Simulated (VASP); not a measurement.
Runs of VASP 6.6.1 on TlBr. The structure is that of space group Pm-3m (No. 221), or close to it. The cells are those of the table. 

```tsv
task	cell	cutoff (eV)	gap on the mesh (eV)	pressure (GPa)
single point	a = 3.970 Å, 2 atoms	500	1.84	(a)
single point	a = 4.009 Å, 2 atoms	500	1.92	0.7
electric field gradients	a = 4.048 Å, 2 atoms	400	1.99	0.0
electric field gradients	a = 3.970 Å, 2 atoms	400	1.84	1.3
single point	a = 4.048 Å, 2 atoms	500	1.99	0.0
electric field gradients	a = 3.890 Å, 2 atoms	400	1.66	3.2
electric field gradients	a = 3.930 Å, 2 atoms	400	1.76	(b)
electric field gradients	a = 4.009 Å, 2 atoms	400	1.92	0.6
single point	a = 3.930 Å, 2 atoms	500	1.76	(c)
single point	a = 3.890 Å, 2 atoms	500	1.66	3.3
```

Alike in all rows: level PBE; potentials or basis VASP PAW PBE potentials, release 64 (Tl_d, Br); no spin polarisation; k mesh 8 × 8 × 8; smearing fermi-dirac 0.03 eV.

Question: Estimate the missing entries.

Answer: (a) 1.4; (b) 2.2; (c) 2.3.

Caveats: spin-orbit coupling is left out, which moves the levels of the heavy elements; the cell stands under pressure (at least some runs).

A k mesh can miss the band edges, and the runs leave out spin-orbit coupling on Br, Tl.
